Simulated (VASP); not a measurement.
Wanted: the native input for a VASP 6.6.1 run.

- Task: single point
- Functional: PBE
- Potentials or basis: VASP PAW PBE potentials, release 64 (Ni, Si)
- Cutoff: 520 eV
- k mesh: 9 × 8 × 6
- Occupations: fermi-dirac, width 0.05 eV
- Spin: collinear spin, ferromagnetic start
- Starting moments: [1.0, 1.0, 0.0, 0.0] μB
- Dipole correction: no
- Further INCAR settings: ALGO = Normal; EDIFF = 1e-07; NBANDS = 26

The structure of SiNi lies in POSCAR:

```
SiNi
1.0
    3.0004866984      0.0000000000      0.0000000000
    0.0000000000      3.3446619823      0.0000000000
    0.0000000000      0.0000000000      4.7691846927
Ni Si
2 2
Direct
    0.5000000000      0.5000000000      0.3424955900
    0.0000000000      0.0000000000      0.6575044100
    0.5000000000      0.5000000000      0.8431431600
    0.0000000000      0.0000000000      0.1568568400
```

This cell differs from its parent crystal: volume scaled by 1.06.

These files were run (other wordings do the same):

INCAR

```
SYSTEM = SiNi
PREC = Accurate
ENCUT = 520
EDIFF = 1E-7
ISMEAR = -1
SIGMA = 0.05
LREAL = .FALSE.
LASPH = .TRUE.
NELM = 150
ALGO = Normal
ISIF = 2
LWAVE = .FALSE.
LCHARG = .TRUE.
ISPIN = 2
MAGMOM = 1 1 0 0
LORBIT = 11
LMAXMIX = 4
GGA = PE
LELF = .TRUE.
LVHAR = .TRUE.
NBANDS = 26
```

KPOINTS

```
Automatic mesh
0
G
  9 8 6
  0 0 0
```

Potentials or basis: VASP PAW PBE potentials, release 64 (Ni, Si).

The run is started by

```sh
$ cat potpaw_PBE.64/Ni/POTCAR potpaw_PBE.64/Si/POTCAR > POTCAR
$ mpirun -np 1 vasp_std > vasp.out
```

It gave:

```json
{
 "Pressure": "-4.1 GPa",
 "Largest force": "0.097 eV/Å",
 "Band gap on the k mesh": "zero (filled and empty bands overlap)",
 "Net moment": "0.00 μB per cell",
 "Valence electrons inside the program's atomic spheres": "Ni 9.47; Si 1.58"
}
```

Wall time 110 s on 1 thread of Intel(R) Xeon(R) 6975P-C (Granite Rapids), on a shared host, peak memory 0.3 GiB.
